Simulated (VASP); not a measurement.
# Sn (I4_1/amd) in VASP: notebook, part 2 of 2

VASP 6.6.1. Earlier steps stand in the parts before.

**5. Single point, PBEsol (strain +0.1125 x Voigt [0, 0, 1, 0, 0, 0])**

INCAR

```
PREC = Accurate
ENCUT = 520
EDIFF = 1E-6
ISMEAR = 0
SIGMA = 0.15
LREAL = F
LASPH = T
NELM = 60
ALGO = Fast
ISIF = 2
LWAVE = F
LCHARG = T
GGA = PS
LELF = T
LVHAR = T
NBANDS = 21
```

KPOINTS

```
Automatic mesh
0
Gamma
  12 12 12
```

POSCAR

```
Sn
1.0
    0.0000000000      3.2456000000      3.6107300000
    3.2456000000      0.0000000000      3.6107300000
    3.2456000000      3.2456000000      0.0000000000
Sn
2
Direct
    0.5000000000      0.5000000000      0.5000000000
    0.7500000000      0.7500000000      0.7500000000
```

Potentials or basis: VASP PAW PBE potentials, release 64 (Sn_d).

The run is started by

```sh
$ cat potpaw_PBE.64/Sn_d/POTCAR > POTCAR
$ mpirun -np 1 vasp_std > vasp.out
```

OUTCAR:

```text
PREC = Accurate
   ENCUT = 520
   EDIFF = 1E-6
   ISMEAR = 0
   LREAL = F
   LASPH = T
   NELM = 60
   ISIF = 2
   GGA = PS

 ion  position               nearest neighbor table
   1  0.500  0.500  0.500-   2 2.92   2 2.92   2 2.92   2 2.92
   2  0.750  0.750  0.750-   1 2.92   1 2.92   1 2.92   1 2.92

  LATTYP: Found a body centered tetragonal cell.
 ALAT       =     4.5899715380
 C/A-ratio  =     1.5733125881

  Lattice vectors:

 A1 = (  -3.2456000000,   0.0000000000,   3.6107300000)
 A2 = (   3.2456000000,   0.0000000000,   3.6107300000)
 A3 = (   0.0000000000,   3.2456000000,  -3.6107300000)

Analysis of symmetry for initial positions (statically):
=====================================================================
 Subroutine PRICEL returns:
 Original cell was already a primitive cell.

 Routine SETGRP: Setting up the symmetry group for a
 body centered tetragonal supercell.

 Subroutine GETGRP returns: Found 16 space group operations
 (whereof  8 operations were pure point group operations)
 out of a pool of 16 trial point group operations.

The static configuration has the point symmetry D_2d.
 The point group associated with its full space group is D_4h.

Analysis of symmetry for dynamics (positions and initial velocities):
=====================================================================
 Subroutine PRICEL returns:
 Original cell was already a primitive cell.

 Routine SETGRP: Setting up the symmetry group for a
 body centered tetragonal supercell.

 Subroutine GETGRP returns: Found 16 space group operations
 (whereof  8 operations were pure point group operations)
 out of a pool of 16 trial point group operations.

The dynamic configuration has the point symmetry D_2d.
 The point group associated with its full space group is D_4h.

 Subroutine INISYM returns: Found 16 space group operations
 (whereof  8 operations are pure point group operations),
[... 105 lines left out ...]
   TEBEG  =    0.0;   TEEND  =   0.0 temperature during run
   PSTRESS=    0.0 pullay stress
   NELECT =      28.0000    total number of electrons
   NUPDOWN=      -1.0000    fix difference up-down
   EMIN   =  10.00;   EMAX   =-10.00  energy-range for DOS
   EFERMI =   0.00;   METHOD = LEGACY
   ISMEAR =     0;   SIGMA  =   0.15  broadening in eV -4-tet -1-fermi 0-gaus
   EFERMI_NEDOS =   21; number of points for ismear=-14 and -15
   IALGO  =     68    algorithm
   IMIX   =      4    mixing-type and parameters
     AMIX     =   0.40;   BMIX     =  1.00
     AMIX_MAG =   1.60;   BMIX_MAG =  1.00
  volume/ion in A,a.u.               =      38.04       256.67
  Fermi-wavevector in a.u.,A,eV,Ry     =   1.173246  2.217114 18.728512  1.376507
  Thomas-Fermi vector in A             =   2.309662
   LORBIT       =      0    0 simple, 1 ext, 2 COOP (PROOUT), +10 PAW based schemes
   GGA     = PS    functional components
   LHFCALC =     F    Hartree Fock is set to
   AEXX    =    0.0000 exact exchange contribution
   IVDW    =     0    specifies the selected vdW correction
   LEPSILON=     F    determine dielectric tensor
   LRPA    =     F    only Hartree local field effects (RPA)
 non-spin polarized calculation
 RMM-DIIS sequential band-by-band and
 Gauss-broadening in eV      SIGMA  =   0.15
  energy-cutoff  :      520.00
  volume of cell :       76.07
 maximum number of plane-waves:      2086
   NGX = 19   NGY = 19   NGZ = 17

 number of electron      28.0000014 magnetization

 Free energy of the ion-electron system (eV)
  ---------------------------------------------------
  ext. energy  EPLUGINS =         0.00000000
  ---------------------------------------------------
  free energy    TOTEN  =        -8.35139018 eV

  energy without entropy =       -8.34943572  energy(sigma->0) =       -8.35041295

 E-fermi :   4.4521     XC(G=0):  -8.6181

 val. band max:        4.4267351239   @ k =   0.0833   0.0833   0.0000
 cond. band min:       4.4691438290   @ k =   0.2500  -0.0000   0.0000
 fundamental gap:      0.0424087051
 Fermi energy:         4.4521141062

 k-point     1 :       0.0000    0.0000    0.0000
  band No.  band energies     occupation
      1     -17.0040      2.00000
      2     -17.0040      2.00000
      3     -16.9805      2.00000
      4     -16.9505      2.00000
      5     -16.9490      2.00000
      6     -16.7570      2.00000
[... 565 lines left out ...]
     20      11.9989      0.00000
     21      12.0986      0.00000

 [... further k-points ...]
[... 5 lines left out ...]
  --------------------------------------------------------------------------------------
  -------------------------------------------------------------------------------------
  Total       -0.8510648     -0.8510648     -2.4896539      0.0000000     -0.0000000      0.0000000
  in kB      -17.9249606    -17.9249606    -52.4366036      0.0000000     -0.0000000      0.0000000
  external PRESSURE =     -29.4288416 kB  Pullay stress =       0.0000000 kB

 VOLUME and BASIS-vectors are now :
 -----------------------------------------------------------------------------
  energy-cutoff  :      520.00
  volume of cell :       76.07
      direct lattice vectors                 reciprocal lattice vectors
     0.000000000  3.245600000  3.610730000    -0.154054720  0.154054720  0.138476153
     3.245600000  0.000000000  3.610730000     0.154054720 -0.154054720  0.138476153
     3.245600000  3.245600000  0.000000000     0.154054720  0.154054720 -0.138476153

 POSITION                                       TOTAL-FORCE (eV/Angst)
 -----------------------------------------------------------------------------------
      3.24560      3.24560      3.61073         0.000000      0.000000     -0.000000
      4.86840      4.86840      5.41610        -0.000000     -0.000000      0.000000
 -----------------------------------------------------------------------------------
    total drift:                                0.000000      0.000000      0.000000

  FREE ENERGIE OF THE ION-ELECTRON SYSTEM (eV)
  ---------------------------------------------------
  free  energy   TOTEN  =        -8.3513901791 eV

  energy  without entropy=       -8.3494357153  energy(sigma->0) =       -8.35041295
```

OSZICAR:

```text
N       E                     dE             d eps       ncg     rms          rms(c)
DAV:   1     0.226727820571E+03    0.22673E+03   -0.14821E+04  6919   0.185E+03
DAV:   2     0.164583702643E+02   -0.21027E+03   -0.20579E+03  6881   0.436E+02
DAV:   3    -0.760617213652E+01   -0.24065E+02   -0.23916E+02  8056   0.139E+02
DAV:   4    -0.840025666834E+01   -0.79408E+00   -0.79365E+00  7746   0.286E+01
DAV:   5    -0.842795099478E+01   -0.27694E-01   -0.27694E-01  9902   0.521E+00    0.273E+00
RMM:   6    -0.837512090431E+01    0.52830E-01   -0.31938E-02  8487   0.222E+00    0.159E+00
RMM:   7    -0.834989192219E+01    0.25229E-01   -0.48617E-02  8498   0.240E+00    0.154E-01
RMM:   8    -0.835089286979E+01   -0.10009E-02   -0.94315E-03  8849   0.918E-01    0.623E-02
RMM:   9    -0.835135394739E+01   -0.46108E-03   -0.29308E-03 10749   0.460E-01    0.317E-02
RMM:  10    -0.835137769420E+01   -0.23747E-04   -0.24934E-04  8931   0.170E-01    0.949E-03
RMM:  11    -0.835139010851E+01   -0.12414E-04   -0.12492E-04 11616   0.860E-02    0.858E-03
RMM:  12    -0.835139017913E+01   -0.70620E-07   -0.76564E-06  8674   0.265E-02
   1 F= -.83513902E+01 E0= -.83504129E+01  d E =-.195446E-02
```

Run time: 6.1 min. Hardware: 1 thread of Intel Xeon 8259CL, shared host; peak memory 0.35 GiB.

What came out:

* Free energy: -8.3514 eV
* Pressure: -2.9 GPa
* Band gap on the k mesh: zero (bands 14 and 15 overlap by 0.69 eV)

Levels at points of the mesh, in eV from the Fermi level:
| k point | band 12 | band 13 | band 14 | band 15 | band 16 | band 17 |
| --- | --- | --- | --- | --- | --- | --- |
| (0.00, 0.00, 0.00) | -1.52 | -0.42 | 0.30 | 0.30 | 2.00 | 2.00 |
| (0.50, 0.00, 0.00) | -5.99 | -1.34 | -0.61 | -0.39 | 3.06 | 3.32 |
| (0.50, 0.50, 0.00) | -7.43 | -1.79 | -1.79 | 1.25 | 1.25 | 6.85 |
| (0.50, 0.00, 0.50) | -7.11 | -2.31 | -2.31 | 0.64 | 0.64 | 6.67 |

Caveat: the cell differs from its parent crystal (strain +0.1125 x Voigt [0, 0, 1, 0, 0, 0]); the PAW data sets were made with another functional, which shifts forces and pressure a little; spin-orbit coupling is left out, which moves the levels of the heavy elements.

**6. The runs side by side**

```csv
cell,further INCAR settings,gap on the mesh (eV),pressure (GPa)
"a = 4.421, b = 4.421, c = 4.590 Å, angles 58.7, 58.7, 62.5°, 2 atoms",ALGO = Fast; EDIFF = 1e-06; NBANDS = 21,none,5.1
"a = 4.505, b = 4.505, c = 4.590 Å, angles 59.4, 59.4, 61.3°, 2 atoms",ALGO = Fast; EDIFF = 1e-06; NBANDS = 21,none,2.8
"a = 4.765, b = 4.765, c = 4.590 Å, angles 61.2, 61.2, 57.6°, 2 atoms",ALGO = Fast; EDIFF = 1e-07; NBANDS = 21,none,-1.9
"a = 4.855, b = 4.855, c = 4.590 Å, angles 61.8, 61.8, 56.4°, 2 atoms",ALGO = Fast; EDIFF = 1e-06; NBANDS = 21,none,-2.9
```

Alike in all rows: task single point; level PBEsol; potentials or basis VASP PAW PBE potentials, release 64 (Sn_d); no spin polarisation; k mesh 12 × 12 × 12; cutoff (eV) 520; smearing gaussian 0.15 eV.

Caveats: the PAW data sets were made with another functional, which shifts forces and pressure a little; spin-orbit coupling is left out, which moves the levels of the heavy elements; the cell stands under pressure (at least some runs).

Total energies depend on the potentials used, so only differences within one code and one set of settings carry meaning.

The gap in the log of VASP goes by the Fermi energy; the results here count the filled bands.